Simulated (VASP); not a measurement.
# Pd (Fm-3m) in VASP: further runs

The runs below take Pd through single point, with PBE.

All numbers are computed with VASP 6.6.1; they aren't measurements. Logs are shortened: lines on timing, memory, paths and dates and some standing lists are left out, and cuts for length are marked.

## (1) The cell of the first run

It takes space group Fm-3m (No. 225, cubic). The conventional cell has a = 3.903 Å, b = 3.903 Å, c = 3.903 Å, α = 90.00°, β = 90.00°, γ = 90.00°. Within 3.6 Å of Pd (site symmetry m-3m) lie 12 Pd at 2.76 Å.

## (2) Single point, PBE (volume scaled by 0.97)

File INCAR:

```
SYSTEM = Pd
PREC     = Accurate       ! precision mode
ENCUT    = 520            ! plane-wave cutoff, eV
EDIFF    = 1E-6           ! SCF threshold, eV
ISMEAR   = 0              ! smearing method
SIGMA    = 0.1            ! smearing width, eV
LREAL    = .False.        ! projectors in reciprocal space
LASPH    = .True.         ! aspherical terms in the spheres
NELM     = 100            ! most SCF steps
ALGO     = Normal         ! electronic algorithm
ISIF     = 2              ! what is computed and relaxed
LWAVE    = .False.        ! write WAVECAR
LCHARG   = .False.        ! write CHGCAR
GGA      = PE             ! functional
NBANDS   = 11             ! bands
```

File KPOINTS:

```
Automatic mesh
0
Gamma
  18 18 18
  0 0 0
```

File POSCAR:

```
Pd
1.0
    0.0000000000      1.9512755219      1.9512755219
    1.9512755219      0.0000000000      1.9512755219
    1.9512755219      1.9512755219      0.0000000000
Pd
1
Direct
    0.0000000000      0.0000000000      0.0000000000
```

Potentials or basis: VASP PAW PBE potentials, release 64 (Pd).

Command:

```console
$ cat potpaw_PBE.64/Pd/POTCAR > POTCAR
$ mpirun -np 1 vasp_std > vasp.out
```

OUTCAR:

```text
SYSTEM = Pd
   PREC = Accurate
   ENCUT = 520
   EDIFF = 1E-6
   ISMEAR = 0
   LREAL = .False.
   LASPH = .True.
   NELM = 100
   ISIF = 2
   GGA = PE

 ion  position               nearest neighbor table
   1  0.000  0.000  0.000-

  LATTYP: Found a face centered cubic cell.
 ALAT       =     3.9025510438

  Lattice vectors:

 A1 = (   0.0000000000,   1.9512755219,   1.9512755219)
 A2 = (   1.9512755219,   0.0000000000,   1.9512755219)
 A3 = (   1.9512755219,   1.9512755219,   0.0000000000)

Analysis of symmetry for initial positions (statically):
=====================================================================
 Subroutine PRICEL returns:
 Original cell was already a primitive cell.

 Routine SETGRP: Setting up the symmetry group for a
 face centered cubic supercell.

 Subroutine GETGRP returns: Found 48 space group operations
 (whereof 48 operations were pure point group operations)
 out of a pool of 48 trial point group operations.

The static configuration has the point symmetry O_h .

Analysis of symmetry for dynamics (positions and initial velocities):
=====================================================================
 Subroutine PRICEL returns:
 Original cell was already a primitive cell.

 Routine SETGRP: Setting up the symmetry group for a
 face centered cubic supercell.

 Subroutine GETGRP returns: Found 48 space group operations
 (whereof 48 operations were pure point group operations)
 out of a pool of 48 trial point group operations.

The dynamic configuration has the point symmetry O_h .

 Subroutine INISYM returns: Found 48 space group operations
 (whereof 48 operations are pure point group operations),
 and found     1 'primitive' translations

----------------------------------------------------------------------------------------

                                     Primitive cell

  volume of cell :      14.8589

  direct lattice vectors                    reciprocal lattice vectors
     0.000000000  1.951275522  1.951275522    -0.256242645  0.256242645  0.256242645
     1.951275522  0.000000000  1.951275522     0.256242645 -0.256242645  0.256242645
     1.951275522  1.951275522  0.000000000     0.256242645  0.256242645 -0.256242645

  length of vectors
     2.759520307  2.759520307  2.759520307     0.443825279  0.443825279  0.443825279

  position of ions in fractional coordinates (direct lattice)
     0.000000000  0.000000000  0.000000000

  ion indices of the primitive-cell ions
   primitive index   ion index
                 1           1

----------------------------------------------------------------------------------------

 KPOINTS: Automatic mesh

Automatic generation of k-mesh.
 Grid dimensions read from file:
 generate k-points for:   18   18   18

 Generating k-lattice:

  Cartesian coordinates                     Fractional coordinates (reciprocal lattice)
    -0.014235702  0.014235702  0.014235702     0.055555556  0.000000000  0.000000000
     0.014235702 -0.014235702  0.014235702     0.000000000  0.055555556  0.000000000
     0.014235702  0.014235702 -0.014235702     0.000000000  0.000000000  0.055555556

  Length of vectors
     0.024656960  0.024656960  0.024656960

  Shift w.r.t. Gamma in fractional coordinates (k-lattice)
     0.000000000  0.000000000  0.000000000

 Subroutine IBZKPT returns following result:
 ===========================================

 Found    195 irreducible k-points:

 Following reciprocal coordinates:
            Coordinates               Weight
  0.000000  0.000000  0.000000      1.000000
  0.055556  0.000000  0.000000      8.000000
  0.111111  0.000000  0.000000      8.000000
  0.166667  0.000000  0.000000      8.000000
  0.222222  0.000000  0.000000      8.000000
  0.277778  0.000000  0.000000      8.000000
[... 16 lines left out ...]
 -0.277778  0.055556  0.000000     24.000000
 -0.222222  0.055556  0.000000     24.000000
 [... further k-points ...]
   k-points           NKPTS =    195   k-points in BZ     NKDIM =    195   number of bands    NBANDS=     11
   number of dos      NEDOS =    301   number of ions     NIONS =      1
   total plane-waves  NPLWV =  13824
   dimension x,y,z NGX =    24 NGY =   24 NGZ =   24
   dimension x,y,z NGXF=    48 NGYF=   48 NGZF=   48
   ions per type =               1
   NGX,Y,Z   is equivalent  to a cutoff of  14.46, 14.46, 14.46 a.u.
   NGXF,Y,Z  is equivalent  to a cutoff of  28.92, 28.92, 28.92 a.u.
 SYSTEM =  Pd
   PREC   = accura    normal or accurate (medium, high low for compatibility)
   ISTART =      0    job   : 0-new  1-cont  2-samecut
   ICHARG =      2    charge: 1-file 2-atom 10-const
   ISPIN  =      1    spin polarized calculation?
   LNONCOLLINEAR =      F non collinear calculations
   LSORBIT =      F    spin-orbit coupling
   LASPH  =      T    aspherical Exc in radial PAW
   ENCUT  =  520.0 eV  38.22 Ry    6.18 a.u.   5.13  5.13  5.13*2*pi/ulx,y,z
   NELM   =    100;   NELMIN=  2; NELMDL= -5     # of ELM steps
   EDIFF  = 0.1E-05   stopping-criterion for ELM
   LREAL  =      F    real-space projection
   EDIFFG = 0.1E-04   stopping-criterion for IOM
   NSW    =      0    number of steps for IOM
   IBRION =     -1    ionic relax: 0-MD 1-quasi-New 2-CG
   NFREE  =      0    steps in history (QN), initial steepest desc. (CG)
   ISIF   =      2    stress and relaxation
   ISYM   =      2    0-nonsym 1-usesym 2-fastsym
   POTIM  = 0.5000    time-step for ionic-motion
   TEBEG  =    0.0;   TEEND  =   0.0 temperature during run
   PSTRESS=    0.0 pullay stress
   NELECT =      10.0000    total number of electrons
   NUPDOWN=      -1.0000    fix difference up-down
   EMIN   =  10.00;   EMAX   =-10.00  energy-range for DOS
   EFERMI =   0.00;   METHOD = LEGACY
   ISMEAR =     0;   SIGMA  =   0.10  broadening in eV -4-tet -1-fermi 0-gaus
   EFERMI_NEDOS =   21; number of points for ismear=-14 and -15
   IALGO  =     38    algorithm
   IMIX   =      4    mixing-type and parameters
     AMIX     =   0.40;   BMIX     =  1.00
     AMIX_MAG =   1.60;   BMIX_MAG =  1.00
  volume/ion in A,a.u.               =      14.86       100.27
  Fermi-wavevector in a.u.,A,eV,Ry     =   1.434651  2.711097 28.003827  2.058223
  Thomas-Fermi vector in A             =   2.554036
   LORBIT       =      0    0 simple, 1 ext, 2 COOP (PROOUT), +10 PAW based schemes
   GGA     = PE    functional components
   LHFCALC =     F    Hartree Fock is set to
   AEXX    =    0.0000 exact exchange contribution
   IVDW    =     0    specifies the selected vdW correction
   LEPSILON=     F    determine dielectric tensor
   LRPA    =     F    only Hartree local field effects (RPA)
 non-spin polarized calculation
 Gauss-broadening in eV      SIGMA  =   0.10
  energy-cutoff  :      520.00
  volume of cell :       14.86
 maximum number of plane-waves:       411
 NGX is ok and might be reduce to    24
   NGX = 11   NGY = 11   NGZ = 11

 number of electron      10.0000000 magnetization

 number of electron       9.9999998 magnetization

 Free energy of the ion-electron system (eV)
  ---------------------------------------------------
  ext. energy  EPLUGINS =         0.00000000
  ---------------------------------------------------
  free energy    TOTEN  =        -5.21894434 eV

  energy without entropy =       -5.20717228  energy(sigma->0) =       -5.21305831

 E-fermi :   9.6556     XC(G=0): -13.1392

 val. band max:        9.6552206080   @ k =  -0.4444   0.3889   0.1111
 cond. band min:       9.6632341626   @ k =  -0.3889   0.3889   0.0556
 fundamental gap:      0.0080135546
 Fermi energy:         9.6556110873

 k-point     1 :       0.0000    0.0000    0.0000
  band No.  band energies     occupation
      1       2.5766      2.00000
      2       6.8526      2.00000
      3       6.8526      2.00000
      4       6.8526      2.00000
      5       8.4441      2.00000
      6       8.4441      2.00000
      7      26.8483      0.00000
      8      31.5843      0.00000
      9      31.5843      0.00000
     10      31.5843      0.00000
     11      35.9059      0.00000

 k-point     2 :       0.0556    0.0000    0.0000
  band No.  band energies     occupation
      1       2.6884      2.00000
      2       6.8129      2.00000
      3       6.8914      2.00000
      4       6.8914      2.00000
      5       8.4253      2.00000
      6       8.4253      2.00000
      7      26.9662      0.00000
      8      30.8231      0.00000
      9      31.7114      0.00000
     10      31.7114      0.00000
     11      35.9621      0.00000

 k-point     3 :       0.1111    0.0000    0.0000
  band No.  band energies     occupation
      1       3.0113      2.00000
      2       6.7140      2.00000
      3       6.9928      2.00000
      4       6.9928      2.00000
      5       8.3861      2.00000
      6       8.3861      2.00000
      7      27.2243      0.00000
      8      29.2879      0.00000
      9      32.0718      0.00000
     10      32.0718      0.00000
     11      35.9915      0.00000

 k-point     4 :       0.1667    0.0000    0.0000
  band No.  band energies     occupation
      1       3.4989      2.00000
      2       6.6218      2.00000
      3       7.1063      2.00000
      4       7.1063      2.00000
      5       8.3807      2.00000
      6       8.3807      2.00000
      7      26.8680      0.00000
      8      28.1442      0.00000
      9      32.5934      0.00000
     10      32.5934      0.00000
     11      35.8526      0.00000

 k-point     5 :       0.2222    0.0000    0.0000
  band No.  band energies     occupation
      1       4.0340      2.00000
      2       6.6749      2.00000
      3       7.1552      2.00000
      4       7.1552      2.00000
      5       8.4868      2.00000
      6       8.4868      2.00000
      7      25.1248      0.00000
      8      28.0109      0.00000
      9      33.0964      0.00000
     10      33.0964      0.00000
     11      35.3328      0.00000
[... 211 lines left out ...]
 k-point    21 :      -0.3889    0.0556    0.0000
  band No.  band energies     occupation
      1       4.5531      2.00000
      2       6.8337      2.00000
      3       6.9256      2.00000
      4       8.7293      2.00000
      5       9.2934      2.00000
      6      10.3543      0.00000
      7      18.5895      0.00000
      8      26.5552      0.00000
      9      30.2269      0.00000
     10      31.5921      0.00000
     11      35.9883      0.00000

 k-point    22 :      -0.3333    0.0556    0.0000
  band No.  band energies     occupation
      1       4.6025      2.00000
      2       6.9367      2.00000
      3       7.0182      2.00000
      4       7.9875      2.00000
      5       8.9632      2.00000
      6       9.6892      0.63448
      7      20.4463      0.00000
      8      26.9705      0.00000
      9      30.6958      0.00000
     10      32.7671      0.00000
     11      35.6634      0.00000

 k-point    23 :      -0.2778    0.0556    0.0000
  band No.  band energies     occupation
      1       4.5607      2.00000
      2       6.9993      2.00000
      3       7.1291      2.00000
      4       7.2249      2.00000
      5       8.6118      2.00000
      6       9.2112      2.00000
      7      22.4825      0.00000
      8      27.4717      0.00000
      9      31.3219      0.00000
     10      34.2158      0.00000
     11      34.7336      0.00000

 k-point    24 :      -0.2222    0.0556    0.0000
  band No.  band energies     occupation
      1       4.2795      2.00000
      2       6.6360      2.00000
      3       7.1742      2.00000
      4       7.2074      2.00000
      5       8.3270      2.00000
      6       8.8468      2.00000
      7      24.5299      0.00000
      8      27.8776      0.00000
      9      31.7817      0.00000
     10      34.1757      0.00000
     11      34.5508      0.00000

 [... further k-points ...]

------------------------ aborting loop because EDIFF is reached ----------------------------------------

  FORCE on cell =-STRESS in cart. coord.  units (eV):
  Direction    XX          YY          ZZ          XY          YZ          ZX
  --------------------------------------------------------------------------------------
  -------------------------------------------------------------------------------------
  Total        0.4842165      0.4842165      0.4842165     -0.0000000      0.0000000      0.0000000
  in kB       52.2112808     52.2112808     52.2112808     -0.0000000      0.0000000      0.0000000
  external PRESSURE =      52.2112808 kB  Pullay stress =       0.0000000 kB

 VOLUME and BASIS-vectors are now :
 -----------------------------------------------------------------------------
  energy-cutoff  :      520.00
  volume of cell :       14.86
      direct lattice vectors                 reciprocal lattice vectors
     0.000000000  1.951275522  1.951275522    -0.256242645  0.256242645  0.256242645
     1.951275522  0.000000000  1.951275522     0.256242645 -0.256242645  0.256242645
     1.951275522  1.951275522  0.000000000     0.256242645  0.256242645 -0.256242645

 POSITION                                       TOTAL-FORCE (eV/Angst)
 -----------------------------------------------------------------------------------
      0.00000      0.00000      0.00000        -0.000000      0.000000      0.000000
 -----------------------------------------------------------------------------------
    total drift:                               -0.000000      0.000000     -0.000000

  FREE ENERGIE OF THE ION-ELECTRON SYSTEM (eV)
  ---------------------------------------------------
  free  energy   TOTEN  =        -5.2189443385 eV

  energy  without entropy=       -5.2071722799  energy(sigma->0) =       -5.21305831
```

It took 28 s on 1 thread of Intel Xeon Platinum 8375C at 2.90GHz (Ice Lake), shared host; peak memory 0.16 GiB.

What came out:

| Quantity | Value |
| --- | --- |
| Free energy | -5.2189 eV |
| Pressure | 5.2 GPa |
| Band gap on the k mesh | zero (band 5 reaches 9.95 eV, above the bottom of band 6 at 8.38 eV) |

(Continued in part 2 of 2.)
